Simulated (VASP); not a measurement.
Al, 17 atoms in the cell. The cell holds a slab with vacuum, 17 atoms: a = 5.634 Å, b = 7.968 Å, c = 19.672 Å, α = 90.00°, β = 90.00°, γ = 90.00°. 

```yaml
Program: VASP 6.6.1
Task: single point
Functional: LDA
Potentials_or_basis: VASP PAW LDA potentials, release 64 (Al)
Cutoff: 520 eV
k_mesh: 5 × 4 × 1
Occupations: gaussian, width 0.1 eV
Spin: no spin polarisation
Dipole_correction: yes
Further_INCAR_settings: LREAL = Auto; ALGO = Normal; EDIFF = 1e-06; NBANDS = 40
```

Potentials or basis: VASP PAW LDA potentials, release 64 (Al).

Launch:

```sh
$ cat potpaw_LDA.64/Al/POTCAR > POTCAR
$ mpirun -np 1 vasp_std > vasp.out
```

Hardware: 1 thread of Intel(R) Xeon(R) Platinum 8259CL CPU @ 2.50GHz (Skylake/Cascade Lake), on a shared host.

Task: How long does it take, and how much memory?

Result: Wall time 12 min on 1 thread of Intel(R) Xeon(R) Platinum 8259CL CPU @ 2.50GHz (Skylake/Cascade Lake), with other jobs on the host, peak memory 0.63 GiB. Counts: scf iterations 23, k points 9.
